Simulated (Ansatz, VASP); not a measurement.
# Two plane-wave programs on NaF

Contents of INCAR:

```
SYSTEM = NaF
PREC = Accurate
ENCUT = 600
EDIFF = 1E-6
ISMEAR = 1
SIGMA = 0.1
LREAL = .FALSE.
LASPH = .TRUE.
NELM = 120
ALGO = Normal
ISIF = 2
LWAVE = .FALSE.
LCHARG = .FALSE.
GGA = PE
NBANDS = 14
GGA_COMPAT = .FALSE.
```

The input KPOINTS:

```
Automatic mesh
0
G
  8 8 8
  0 0 0
```

Contents of POSCAR:

```
NaF
1.0
    0.0000000000      2.3233012604      2.3233012604
    2.3233012604      0.0000000000      2.3233012604
    2.3233012604      2.3233012604      0.0000000000
Na F
1 1
Direct
    0.0000000000      0.0000000000      0.0000000000
    0.5000000000      0.5000000000      0.5000000000
```

Input for Ansatz:

```yaml
crystal:
  lattice:
    - [0.0, 2.3233012604, 2.3233012604]
    - [2.3233012604, 0.0, 2.3233012604]
    - [2.3233012604, 2.3233012604, 0.0]
  atoms:
    - { symbol: Na, position: [0.0, 0.0, 0.0] }
    - { symbol: F, position: [0.5, 0.5, 0.5] }
basis:
  ecutwfc: 420
  ecutrho_ratio: 4
kpoints:
  mp_grid: { grid: [8, 8, 8] }
hamiltonian:
  xc: pbe
scf:
  occupations: { method: cold, width: 0.1 }
output:
  forces: true
  stress: true
  write_density: true
  write_potential: true
  elf: true
  volumetric_format: npy
```

Alike in both runs: task single point; functional PBE; k mesh 8 × 8 × 8; no spin polarisation.

```csv
,VASP,Ansatz
version,VASP 6.6.1,Ansatz 0.2.0
potentials or method,"VASP PAW PBE potentials, release 64 (Na_pv, F), cutoff 600 eV","scalar-relativistic, plane waves, PAW"
occupations,"methfessel-paxton of order 1, width 0.1 eV","cold, width 0.1 eV"
valence electrons in the cell,14,16
```

|  | VASP | Ansatz | Ansatz less VASP |
| --- | --- | --- | --- |
| gap on the k mesh at the Fermi level (eV) | 6.26 | 6.27 | +0.014 |
| pressure (GPa) | 1.4 | 1.7 | +0.25 |

VASP's potentials hold 14 valence electrons a cell and Ansatz's 16, so a difference there can come from the potentials and not from the codes.
